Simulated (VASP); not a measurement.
**Au: single point with PBE**

Crystal: Au.

```
Au
1.0
     0.00000    2.03667    2.03667
     2.03667    0.00000    2.03667
     2.03667    2.03667    0.00000
Au
1
Direct
  0.00000 0.00000 0.00000
```

This cell differs from its parent crystal: volume scaled by 0.94.

* Program: VASP 6.6.1
* Task: single point
* Functional: PBE
* Potentials or basis: VASP PAW PBE potentials, release 64 (Au)
* Cutoff: 520 eV
* k mesh: 18 × 18 × 18
* Occupations: gaussian, width 0.3 eV
* Spin: no spin polarisation
* Dipole correction: no
* Further INCAR settings: ALGO = Fast; EDIFF = 1e-06; NBANDS = 12

```
Pressure : 10.1 GPa
```

Levels at points of the mesh, in eV from the Fermi level:
```
           k point  band 2  band 3  band 4  band 5  band 6  band 7  band 8  band 9  band 10  band 11
(0.00, 0.00, 0.00)   -4.75   -4.75   -4.75   -3.21   -3.21   14.50   18.55   18.55    18.55    23.48
(0.50, 0.00, 0.00)   -4.79   -4.79   -1.99   -1.99   -1.01    3.11   13.95   17.19    17.19    25.05
(0.50, 0.50, 0.00)   -6.84   -2.04   -1.67   -1.67    0.99    5.84   10.03   10.03    17.30    19.92
```

Run time: 18 s on 1 thread of Intel(R) Xeon(R) Platinum 8488C (Sapphire Rapids), with other jobs on the host, peak memory 0.16 GiB.

Caveat: spin-orbit coupling is left out, which moves the levels of the heavy elements.
